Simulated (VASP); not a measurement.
Runs of VASP 6.6.1 on BN. The structure is that of space group F-43m (No. 216), or close to it. The cells are those of the table. 

```csv
cell,gap on the mesh (eV),pressure (GPa)
"a = 2.526 Å, angles 60.0°, 2 atoms",5.04,(b)
"a = 2.526, b = 2.526, c = 2.564 Å, angles 59.5, 59.5, 61.0°, 2 atoms",(a),6.4
"a = 2.545, b = 2.545, c = 2.487 Å, angles 60.8, 60.8, 58.5°, 2 atoms",4.61,13.0
"a = 2.545, b = 2.545, c = 2.564 Å, angles 59.8, 59.8, 60.5°, 2 atoms",4.72,(c)
"a = 2.583, b = 2.583, c = 2.564 Å, angles 60.2, 60.2, 59.5°, 2 atoms",4.83,-11.0
```

Alike in all rows: task single point; level r2SCAN; potentials or basis VASP PAW PBE potentials, release 64 (B_h, N_h); no spin polarisation; k mesh 12 × 12 × 12; cutoff (eV) 1460; smearing gaussian 0.05 eV.

Estimate the missing entries.

(a) 4.46; (b) 12.7; (c) 0.2.

Caveats: the PAW data sets were made with another functional, which shifts forces and pressure a little; the cell stands under pressure (at least some runs); the stress differs along the axes, from -0 to 19 GPa (at least some runs); the stress differs along the axes, from -9 to 24 GPa (at least some runs); the stress differs along the axes, from -3 to 7 GPa (at least some runs); the stress differs along the axes, from -17 to -8 GPa (at least some runs).

A k mesh can miss the band edges.
